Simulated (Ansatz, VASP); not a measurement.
**One calculation of C, two programs**

File INCAR:

```
SYSTEM = C
PREC = Accurate ; ENCUT = 600
EDIFF = 1E-6 ; ISMEAR = 0
SIGMA = 0.1 ; LREAL = .FALSE.
LASPH = .TRUE. ; NELM = 80
ALGO = Normal ; ISIF = 3
LWAVE = .FALSE. ; LCHARG = .FALSE.
GGA = PE ; IBRION = 2
NSW = 100 ; EDIFFG = -0.005
```

KPOINTS

```
regular mesh
0
G
  21 21 6
  0 0 0
```

File POSCAR:

```
C
1.0
    2.4665231295      0.0000000000      0.0000000000
   -1.2332615647      2.1360716891      0.0000000000
    0.0000000000      0.0000000000      8.5653080463
C
4
Direct
    0.0000000000      0.0000000000      0.0025000403
    0.0000000000      0.0000000000      0.5025000403
    0.3333333333      0.6666666667      0.0024999597
    0.6666666667      0.3333333333      0.5024999597
```

Input for Ansatz:

```yaml
crystal:
  lattice:
    - [2.4665231295, 0.0, 0.0]
    - [-1.2332615647, 2.1360716891, 0.0]
    - [0.0, 0.0, 8.5653080463]
  atoms:
    - { symbol: C, position: [0.0, 0.0, 0.0025000403] }
    - { symbol: C, position: [0.0, 0.0, 0.5025000403] }
    - { symbol: C, position: [0.3333333333, 0.6666666667, 0.0024999597] }
    - { symbol: C, position: [0.6666666667, 0.3333333333, 0.5024999597] }
basis:
  ecutwfc: 520.0
kpoints:
  mp_grid: { grid: [21, 21, 6] }
hamiltonian:
  xc: pbe
  pseudopotentials: { kind: paw, azcp: { folder: soft_1 } }
scf:
  occupations: { method: gaussian, width: 0.1 }
output:
  forces: true
  stress: true
  eigenvalues: true
  write_density: true
  write_potential: true
  elf: true
  volumetric_format: npy
relax:
  adjacent_minimum: "off"
  f_tol: 0.005
  max_steps: 80
  cell: { stress_tol: 0.05 }
```

Alike in both runs: task relaxation of cell and atoms; functional PBE; k mesh 21 × 21 × 6; occupations gaussian, width 0.1 eV; no spin polarisation.

|  | VASP | Ansatz |
| --- | --- | --- |
| version | VASP 6.6.1 | Ansatz 0.2.0 |
| potentials or method | VASP PAW PBE potentials, release 64 (C), cutoff 600 eV | scalar-relativistic, plane waves, PAW |
| valence electrons in the cell | 16 | 16 |

Ansatz gave:

- gap on the k mesh at the Fermi level, each at its own relaxed structure (eV): none
- relaxed volume (Å³/atom): 11.28
- relaxed cell length with the largest relative difference (Å): 8.565

Task: Which values does VASP return?

Result: gap on the k mesh at the Fermi level, each at its own relaxed structure (eV): none; relaxed volume (Å³/atom): 10.62; relaxed cell length with the largest relative difference (Å): 8.064.

A gap of «none» marks a metal or a gap that the smearing closes. One of these differences is far larger than is usual between the two programs; its cause wasn't traced.
